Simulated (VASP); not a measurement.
Set up this calculation in VASP 6.6.1, as the native input.

```
Task                   : single point
Functional             : PBEsol
Potentials or basis    : VASP PAW PBE potentials, release 64 (Mo_sv)
Cutoff                 : 520 eV
k mesh                 : 22 × 22 × 22
Occupations            : fermi-dirac, width 0.1 eV
Spin                   : no spin polarisation
Dipole correction      : no
Further INCAR settings : ALGO = Normal; EDIFF = 1e-06; NBANDS = 13
```

The structure of Mo lies in POSCAR:

```
Mo
1.0
    0.0000000000      1.9805092481      1.9805092481
    1.9805092481      0.0000000000      1.9805092481
    1.9805092481      1.9805092481      0.0000000000
Mo
1
Direct
    0.0000000000      0.0000000000      0.0000000000
```

This isn't the form of Mo at room conditions, which is bcc.

These files were run (other wordings do the same):

INCAR

```
SYSTEM = Mo
  ALGO = Normal
  EDIFF = 1E-6
  ENCUT = 520
  GGA = PS
  ISIF = 2
  ISMEAR = -1
  LASPH = .True.
  LCHARG = .True.
  LELF = .True.
  LREAL = .False.
  LVHAR = .True.
  LWAVE = .False.
  NBANDS = 13
  NELM = 100
  PREC = Accurate
  SIGMA = 0.1
```

KPOINTS

```
k-points
0
Gamma
  22 22 22
  0 0 0
```

Potentials or basis: VASP PAW PBE potentials, release 64 (Mo_sv).

Command:

```console
$ cat potpaw_PBE.64/Mo_sv/POTCAR > POTCAR
$ mpirun -np 1 vasp_std > vasp.out
```

Results of the run:

```
Pressure               : 0.7 GPa
Band gap on the k mesh : zero (bands 7 and 8 overlap by 4.93 eV)
```

Caveat: the PAW data sets were made with another functional, which shifts forces and pressure a little.

Wall time 110 s on 1 thread of AMD EPYC 7R43 64-Core Processor (Zen 3) (shared host), peak memory 0.15 GiB.
